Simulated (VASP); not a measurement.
# CdSe (F-43m) in VASP: notebook, part 2 of 2

VASP 6.6.1. Earlier steps stand in the parts before.

## 5. Single point, PBEsol+D4

This run uses another cell than the first one, of 27.58 Å³/atom, 0.953 times its volume.

Contents of INCAR:

```
SYSTEM = CdSe
PREC = Accurate ; ENCUT = 520
EDIFF = 1E-6 ; ISMEAR = -1
SIGMA = 0.05 ; LREAL = .FALSE.
LASPH = .TRUE. ; NELM = 60
ALGO = Normal ; ISIF = 2
LWAVE = .FALSE. ; LCHARG = .FALSE.
GGA = PS ; IVDW = 13
NBANDS = 16
```

Contents of KPOINTS:

```
regular mesh
0
G
  8 8 8
  0 0 0
```

Contents of POSCAR:

```
CdSe
1.0
    0.0000000000      3.0213845665      3.0213845665
    3.0213845665      0.0000000000      3.0213845665
    3.0213845665      3.0213845665      0.0000000000
Cd Se
1 1
Direct
    0.0000000000      0.0000000000      0.0000000000
    0.2500000000      0.2500000000      0.2500000000
```

Potentials or basis: VASP PAW PBE potentials, release 64 (Cd, Se).

Launch:

```console
$ cat potpaw_PBE.64/Cd/POTCAR potpaw_PBE.64/Se/POTCAR > POTCAR
$ mpirun -np 1 vasp_std > vasp.out
```

OUTCAR:

```text
SYSTEM = CdSe
   PREC = Accurate
   ENCUT = 520
   EDIFF = 1E-6
   ISMEAR = -1
   LREAL = .FALSE.
   LASPH = .TRUE.
   NELM = 60
   ISIF = 2
   GGA = PS
   IVDW = 13

 ion  position               nearest neighbor table
   1  0.000  0.000  0.000-   2 2.62   2 2.62   2 2.62   2 2.62
   2  0.250  0.250  0.250-   1 2.62   1 2.62   1 2.62   1 2.62

  LATTYP: Found a face centered cubic cell.
 ALAT       =     6.0427691330

  Lattice vectors:

 A1 = (   0.0000000000,   3.0213845665,   3.0213845665)
 A2 = (   3.0213845665,   0.0000000000,   3.0213845665)
 A3 = (   3.0213845665,   3.0213845665,   0.0000000000)

Analysis of symmetry for initial positions (statically):
=====================================================================
 Subroutine PRICEL returns:
 Original cell was already a primitive cell.

 Routine SETGRP: Setting up the symmetry group for a
 face centered cubic supercell.

 Subroutine GETGRP returns: Found 24 space group operations
 (whereof 24 operations were pure point group operations)
 out of a pool of 48 trial point group operations.

The static configuration has the point symmetry T_d .

Analysis of symmetry for dynamics (positions and initial velocities):
=====================================================================
 Subroutine PRICEL returns:
 Original cell was already a primitive cell.

 Routine SETGRP: Setting up the symmetry group for a
 face centered cubic supercell.

 Subroutine GETGRP returns: Found 24 space group operations
 (whereof 24 operations were pure point group operations)
 out of a pool of 48 trial point group operations.

The dynamic configuration has the point symmetry T_d .

 Subroutine INISYM returns: Found 24 space group operations
 (whereof 24 operations are pure point group operations),
 and found     1 'primitive' translations

----------------------------------------------------------------------------------------

                                     Primitive cell

  volume of cell :      55.1630
[... 108 lines left out ...]
     AMIX     =   0.40;   BMIX     =  1.00
     AMIX_MAG =   1.60;   BMIX_MAG =  1.00
  volume/ion in A,a.u.               =      27.58       186.13
  Fermi-wavevector in a.u.,A,eV,Ry     =   1.127067  2.129847 17.283203  1.270280
  Thomas-Fermi vector in A             =   2.263751
   LORBIT       =      0    0 simple, 1 ext, 2 COOP (PROOUT), +10 PAW based schemes
   GGA     = PS    functional components
   LHFCALC =     F    Hartree Fock is set to
   AEXX    =    0.0000 exact exchange contribution
   IVDW    =    13    specifies the selected vdW correction
   LEPSILON=     F    determine dielectric tensor
   LRPA    =     F    only Hartree local field effects (RPA)
 non-spin polarized calculation
  energy-cutoff  :      520.00
  volume of cell :       55.16
 maximum number of plane-waves:      1524
   NGX = 15   NGY = 15   NGZ = 15

 number of electron      17.9999995 magnetization

 Free energy of the ion-electron system (eV)
  ---------------------------------------------------
  ext. energy  EPLUGINS =         0.00000000
  ---------------------------------------------------
  free energy    TOTEN  =        -6.17114707 eV

  energy without entropy =       -6.17111734  energy(sigma->0) =       -6.17113220

 E-fermi :   1.2684     XC(G=0):  -9.1892

 val. band max:        0.9705634929   @ k =   0.0000   0.0000   0.0000
 cond. band min:       1.4916068937   @ k =   0.0000   0.0000   0.0000
 fundamental gap:      0.5210434008
 Fermi energy:         1.2684318560

 k-point     1 :       0.0000    0.0000    0.0000
  band No.  band energies     occupation
      1     -11.7671      2.00000
      2      -7.0131      2.00000
      3      -7.0131      2.00000
      4      -7.0131      2.00000
      5      -6.6098      2.00000
      6      -6.6098      2.00000
[... 433 lines left out ...]
      3      -6.8475      2.00000
      4      -6.6327      2.00000
      5      -6.5929      2.00000
      6      -6.2088      2.00000
[... 8 lines left out ...]
     15      12.5844      0.00000
     16      13.5833      0.00000

 [... further k-points ...]

------------------------ aborting loop because EDIFF is reached ----------------------------------------

  DFT-D4 for vdW energy calculation

  Edisp (eV):   -0.39098

  FORCE on cell =-STRESS in cart. coord.  units (eV):
  Direction    XX          YY          ZZ          XY          YZ          ZX
  --------------------------------------------------------------------------------------
  -------------------------------------------------------------------------------------
  Total       0.11891     0.11891     0.11891     0.00000     0.00000     0.00000
  in kB       3.45355     3.45355     3.45355     0.00000     0.00000     0.00000
  external pressure =        3.45 kB  Pullay stress =        0.00 kB

 VOLUME and BASIS-vectors are now :
 -----------------------------------------------------------------------------
  energy-cutoff  :      520.00
  volume of cell :       55.16
      direct lattice vectors                 reciprocal lattice vectors
     0.000000000  3.021384567  3.021384567    -0.165487044  0.165487044  0.165487044
     3.021384567  0.000000000  3.021384567     0.165487044 -0.165487044  0.165487044
     3.021384567  3.021384567  0.000000000     0.165487044  0.165487044 -0.165487044

 POSITION                                       TOTAL-FORCE (eV/Angst)
 -----------------------------------------------------------------------------------
      0.00000      0.00000      0.00000        -0.000000     -0.000000     -0.000000
      1.51069      1.51069      1.51069         0.000000      0.000000      0.000000
 -----------------------------------------------------------------------------------
    total drift:                               -0.000000     -0.000000     -0.000000

  FREE ENERGIE OF THE ION-ELECTRON SYSTEM (eV)
  ---------------------------------------------------
  free  energy   TOTEN  =        -6.5621316778 eV

  energy  without entropy=       -6.5621019438  energy(sigma->0) =       -6.56211681
```

stdout:

```text
POSCAR found type information on POSCAR CdSe
 POSCAR found :  2 types and       2 ions
 scaLAPACK will be used
 -----------------------------------------------------------------------------
|                                                                             |
|                                                                             |
|     You enforced a specific xc type in the INCAR file but a different       |
|     I HOPE YOU KNOW WHAT YOU ARE DOING!                                     |
|                                                                             |
 -----------------------------------------------------------------------------

 LDA part: xc-table for (Slater+PW92), standard interpolation
 POSCAR, INCAR and KPOINTS ok, starting setup
 FFT: planning ... GRIDC
 FFT: planning ... GRID_SOFT
 FFT: planning ... GRID
 WAVECAR not read
 entering main loop
```

Wall time 35 s (1 thread of AMD EPYC, shared host); peak memory 0.16 GiB.

What came out:

```
Free energy                : -6.5621 eV
Pressure                   : 0.3 GPa
Band gap on the k mesh     : 0.52 eV, direct
Dispersion energy per atom : -0.195 eV
```

Levels at points of the mesh, in eV from the valence-band top:
```tsv
k point	band 5	band 6	band 7	band 8	band 9	band 10	band 11	band 12	band 13	band 14
(0.00, 0.00, 0.00)	-7.58	-7.58	0.00	0.00	0.00	0.52	5.85	5.85	5.85	9.67
(0.50, 0.00, 0.00)	-7.56	-7.27	-4.57	-0.79	-0.79	2.31	6.37	6.37	7.33	9.93
(0.50, 0.50, 0.00)	-7.52	-7.21	-4.22	-1.95	-1.95	2.96	3.69	9.07	10.24	10.24
```

Caveat: the PAW data sets were made with another functional, which shifts forces and pressure a little. PBEsol gaps usually lie below the measured ones, often by a third to a half.

## 6. Single point, PBE

Contents of INCAR:

```
SYSTEM = CdSe
PREC = Accurate ; ENCUT = 520
EDIFF = 1E-6 ; ISMEAR = 0
SIGMA = 0.03 ; LREAL = .FALSE.
LASPH = .TRUE. ; NELM = 60
ALGO = Normal ; ISIF = 2
LWAVE = .FALSE. ; LCHARG = .FALSE.
GGA = PE ; NBANDS = 16
```

Contents of KPOINTS:

```
Automatic mesh
0
G
  8 8 8
  0 0 0
```

Contents of POSCAR:

```
CdSe
1.0
    0.0000000000      3.0702711986      3.0702711986
    3.0702711986      0.0000000000      3.0702711986
    3.0702711986      3.0702711986      0.0000000000
Cd Se
1 1
Direct
    0.0000000000      0.0000000000      0.0000000000
    0.2500000000      0.2500000000      0.2500000000
```

Potentials or basis: VASP PAW PBE potentials, release 64 (Cd, Se).

Launch:

```console
$ cat potpaw_PBE.64/Cd/POTCAR potpaw_PBE.64/Se/POTCAR > POTCAR
$ mpirun -np 1 vasp_std > vasp.out
```

OUTCAR:

```text
SYSTEM = CdSe
   PREC = Accurate
   ENCUT = 520
   EDIFF = 1E-6
   ISMEAR = 0
   LREAL = .FALSE.
   LASPH = .TRUE.
   NELM = 60
   ISIF = 2
   GGA = PE

 ion  position               nearest neighbor table
   1  0.000  0.000  0.000-   2 2.66   2 2.66   2 2.66   2 2.66
   2  0.250  0.250  0.250-   1 2.66   1 2.66   1 2.66   1 2.66

  LATTYP: Found a face centered cubic cell.
 ALAT       =     6.1405423972

  Lattice vectors:

 A1 = (   0.0000000000,   3.0702711986,   3.0702711986)
 A2 = (   3.0702711986,   0.0000000000,   3.0702711986)
 A3 = (   3.0702711986,   3.0702711986,   0.0000000000)

Analysis of symmetry for initial positions (statically):
=====================================================================
 Subroutine PRICEL returns:
 Original cell was already a primitive cell.

 Routine SETGRP: Setting up the symmetry group for a
 face centered cubic supercell.

 Subroutine GETGRP returns: Found 24 space group operations
 (whereof 24 operations were pure point group operations)
 out of a pool of 48 trial point group operations.

The static configuration has the point symmetry T_d .

Analysis of symmetry for dynamics (positions and initial velocities):
=====================================================================
 Subroutine PRICEL returns:
 Original cell was already a primitive cell.

 Routine SETGRP: Setting up the symmetry group for a
 face centered cubic supercell.

 Subroutine GETGRP returns: Found 24 space group operations
 (whereof 24 operations were pure point group operations)
 out of a pool of 48 trial point group operations.

The dynamic configuration has the point symmetry T_d .

 Subroutine INISYM returns: Found 24 space group operations
 (whereof 24 operations are pure point group operations),
 and found     1 'primitive' translations

----------------------------------------------------------------------------------------

                                     Primitive cell

  volume of cell :      57.8842

  direct lattice vectors                    reciprocal lattice vectors
     0.000000000  3.070271199  3.070271199    -0.162852063  0.162852063  0.162852063
     3.070271199  0.000000000  3.070271199     0.162852063 -0.162852063  0.162852063
     3.070271199  3.070271199  0.000000000     0.162852063  0.162852063 -0.162852063

  length of vectors
     4.342019169  4.342019169  4.342019169     0.282068048  0.282068048  0.282068048

  position of ions in fractional coordinates (direct lattice)
     0.000000000  0.000000000  0.000000000
     0.250000000  0.250000000  0.250000000

  ion indices of the primitive-cell ions
   primitive index   ion index
                 1           1
                 2           2

----------------------------------------------------------------------------------------

 KPOINTS: Automatic mesh

Automatic generation of k-mesh.
 Grid dimensions read from file:
 generate k-points for:    8    8    8

 Generating k-lattice:

  Cartesian coordinates                     Fractional coordinates (reciprocal lattice)
    -0.020356508  0.020356508  0.020356508     0.125000000  0.000000000  0.000000000
     0.020356508 -0.020356508  0.020356508     0.000000000  0.125000000  0.000000000
     0.020356508  0.020356508 -0.020356508     0.000000000  0.000000000  0.125000000

  Length of vectors
     0.035258506  0.035258506  0.035258506

  Shift w.r.t. Gamma in fractional coordinates (k-lattice)
     0.000000000  0.000000000  0.000000000

 Subroutine IBZKPT returns following result:
 ===========================================

 Found     29 irreducible k-points:

 Following reciprocal coordinates:
            Coordinates               Weight
  0.000000  0.000000  0.000000      1.000000
  0.125000  0.000000  0.000000      8.000000
  0.250000  0.000000  0.000000      8.000000
  0.375000  0.000000  0.000000      8.000000
  0.500000  0.000000  0.000000      4.000000
  0.125000  0.125000  0.000000      6.000000
[... 16 lines left out ...]
  0.500000  0.250000  0.125000     48.000000
 -0.375000  0.250000  0.125000     24.000000
 [... further k-points ...]
   k-points           NKPTS =     29   k-points in BZ     NKDIM =     29   number of bands    NBANDS=     16
   number of dos      NEDOS =    301   number of ions     NIONS =      2
   total plane-waves  NPLWV =  32768
   dimension x,y,z NGX =    32 NGY =   32 NGZ =   32
   dimension x,y,z NGXF=    64 NGYF=   64 NGZF=   64
   ions per type =               1   1
   NGX,Y,Z   is equivalent  to a cutoff of  12.25, 12.25, 12.25 a.u.
   NGXF,Y,Z  is equivalent  to a cutoff of  24.50, 24.50, 24.50 a.u.
 SYSTEM =  CdSe
   PREC   = accura    normal or accurate (medium, high low for compatibility)
   ISTART =      0    job   : 0-new  1-cont  2-samecut
   ICHARG =      2    charge: 1-file 2-atom 10-const
   ISPIN  =      1    spin polarized calculation?
   LNONCOLLINEAR =      F non collinear calculations
   LSORBIT =      F    spin-orbit coupling
   LASPH  =      T    aspherical Exc in radial PAW
   ENCUT  =  520.0 eV  38.22 Ry    6.18 a.u.   8.07  8.07  8.07*2*pi/ulx,y,z
   NELM   =     60;   NELMIN=  2; NELMDL= -5     # of ELM steps
   EDIFF  = 0.1E-05   stopping-criterion for ELM
   LREAL  =      F    real-space projection
   EDIFFG = 0.1E-04   stopping-criterion for IOM
   NSW    =      0    number of steps for IOM
   IBRION =     -1    ionic relax: 0-MD 1-quasi-New 2-CG
   NFREE  =      0    steps in history (QN), initial steepest desc. (CG)
   ISIF   =      2    stress and relaxation
   ISYM   =      2    0-nonsym 1-usesym 2-fastsym
   POTIM  = 0.5000    time-step for ionic-motion
   TEBEG  =    0.0;   TEEND  =   0.0 temperature during run
   PSTRESS=    0.0 pullay stress
   NELECT =      18.0000    total number of electrons
   NUPDOWN=      -1.0000    fix difference up-down
   EMIN   =  10.00;   EMAX   =-10.00  energy-range for DOS
   EFERMI =   0.00;   METHOD = LEGACY
   ISMEAR =     0;   SIGMA  =   0.03  broadening in eV -4-tet -1-fermi 0-gaus
   EFERMI_NEDOS =   21; number of points for ismear=-14 and -15
   IALGO  =     38    algorithm
   IMIX   =      4    mixing-type and parameters
     AMIX     =   0.40;   BMIX     =  1.00
     AMIX_MAG =   1.60;   BMIX_MAG =  1.00
  volume/ion in A,a.u.               =      28.94       195.31
  Fermi-wavevector in a.u.,A,eV,Ry     =   1.109121  2.095935 16.737199  1.230149
  Thomas-Fermi vector in A             =   2.245657
   LORBIT       =      0    0 simple, 1 ext, 2 COOP (PROOUT), +10 PAW based schemes
   GGA     = PE    functional components
   LHFCALC =     F    Hartree Fock is set to
   AEXX    =    0.0000 exact exchange contribution
   IVDW    =     0    specifies the selected vdW correction
   LEPSILON=     F    determine dielectric tensor
   LRPA    =     F    only Hartree local field effects (RPA)
 non-spin polarized calculation
 Gauss-broadening in eV      SIGMA  =   0.03
  energy-cutoff  :      520.00
  volume of cell :       57.88
 maximum number of plane-waves:      1588
   NGX = 17   NGY = 17   NGZ = 17

 number of electron      18.0000008 magnetization

 Free energy of the ion-electron system (eV)
  ---------------------------------------------------
  ext. energy  EPLUGINS =         0.00000000
  ---------------------------------------------------
  free energy    TOTEN  =        -5.49046467 eV

  energy without entropy =       -5.49046467  energy(sigma->0) =       -5.49046467

 E-fermi :   0.9189     XC(G=0):  -8.7565

 val. band max:        0.7188440916   @ k =   0.0000   0.0000   0.0000
 cond. band min:       1.2682473657   @ k =   0.0000   0.0000   0.0000
 fundamental gap:      0.5494032741
 Fermi energy:         0.9188550416

 k-point     1 :       0.0000    0.0000    0.0000
  band No.  band energies     occupation
      1     -11.7183      2.00000
      2      -7.1233      2.00000
      3      -7.1233      2.00000
      4      -7.1233      2.00000
      5      -6.7789      2.00000
      6      -6.7789      2.00000
[... 8 lines left out ...]
     15      11.7533      0.00000
     16      11.7533      0.00000
[... 419 lines left out ...]
 k-point    24 :      -0.3750    0.2500    0.1250
  band No.  band energies     occupation
      1     -11.3164      2.00000
      2      -7.0027      2.00000
      3      -6.9803      2.00000
      4      -6.7961      2.00000
      5      -6.7636      2.00000
      6      -6.4246      2.00000
[... 8 lines left out ...]
     15      12.3171      0.00000
     16      13.2545      0.00000

 [... further k-points ...]

------------------------ aborting loop because EDIFF is reached ----------------------------------------

  FORCE on cell =-STRESS in cart. coord.  units (eV):
  Direction    XX          YY          ZZ          XY          YZ          ZX
  --------------------------------------------------------------------------------------
  -------------------------------------------------------------------------------------
  Total        0.5673509      0.5673509      0.5673509     -0.0000000      0.0000000     -0.0000000
  in kB       15.7037037     15.7037037     15.7037037     -0.0000000      0.0000000     -0.0000000
  external PRESSURE =      15.7037037 kB  Pullay stress =       0.0000000 kB

 VOLUME and BASIS-vectors are now :
 -----------------------------------------------------------------------------
  energy-cutoff  :      520.00
  volume of cell :       57.88
      direct lattice vectors                 reciprocal lattice vectors
     0.000000000  3.070271199  3.070271199    -0.162852063  0.162852063  0.162852063
     3.070271199  0.000000000  3.070271199     0.162852063 -0.162852063  0.162852063
     3.070271199  3.070271199  0.000000000     0.162852063  0.162852063 -0.162852063

 POSITION                                       TOTAL-FORCE (eV/Angst)
 -----------------------------------------------------------------------------------
      0.00000      0.00000      0.00000         0.000000      0.000000      0.000000
      1.53514      1.53514      1.53514        -0.000000     -0.000000     -0.000000
 -----------------------------------------------------------------------------------
    total drift:                               -0.000001     -0.000001     -0.000000

  FREE ENERGIE OF THE ION-ELECTRON SYSTEM (eV)
  ---------------------------------------------------
  free  energy   TOTEN  =        -5.4904646673 eV

  energy  without entropy=       -5.4904646673  energy(sigma->0) =       -5.49046467
```

Wall time 38 s (1 thread of AMD EPYC, shared host); peak memory 0.15 GiB.

What came out:

| Item | Value |
| --- | --- |
| Free energy | -5.4905 eV |
| Pressure | 1.6 GPa |
| Band gap on the k mesh | 0.55 eV, direct |

Levels at points of the mesh, in eV from the valence-band top:
| k point | band 6 | band 7 | band 8 | band 9 | band 10 | band 11 | band 12 | band 13 |
| --- | --- | --- | --- | --- | --- | --- | --- | --- |
| (0.00, 0.00, 0.00) | -7.50 | 0.00 | 0.00 | 0.00 | 0.55 | 5.93 | 5.93 | 5.93 |
| (0.50, 0.00, 0.00) | -7.22 | -4.22 | -0.71 | -0.71 | 2.36 | 6.44 | 6.44 | 7.34 |
| (0.50, 0.50, 0.00) | -7.16 | -3.95 | -1.76 | -1.76 | 3.19 | 3.73 | 8.98 | 10.05 |

A hybrid or GW would open this gap; PBE tends to underestimate it.

## 7. The runs side by side

```tsv
level	cell	k mesh	smearing	gap on the mesh (eV)	pressure (GPa)
PBEsol+D3(BJ)	a = 4.342 Å, angles 60.0°, 2 atoms	8 × 8 × 8	fermi-dirac 0.05 eV	0.43	-2.7
PBE	a = 4.342 Å, angles 60.0°, 2 atoms	6 × 6 × 6	fermi-dirac 0.04 eV	0.55	1.6
PBE	a = 4.342 Å, angles 60.0°, 2 atoms	4 × 4 × 4	fermi-dirac 0.06 eV	0.53	1.8
PBEsol+D4	a = 4.273 Å, angles 60.0°, 2 atoms	8 × 8 × 8	fermi-dirac 0.05 eV	0.52	0.3
PBE	a = 4.342 Å, angles 60.0°, 2 atoms	8 × 8 × 8	gaussian 0.03 eV	0.55	1.6
```

Alike in all rows: task single point; potentials or basis VASP PAW PBE potentials, release 64 (Cd, Se); no spin polarisation; cutoff (eV) 520.

Caveats: some runs use coarse meshes; the PAW data sets were made with another functional, which shifts forces and pressure a little (some runs).

Absolute energies hang on the potentials; compare differences alone.
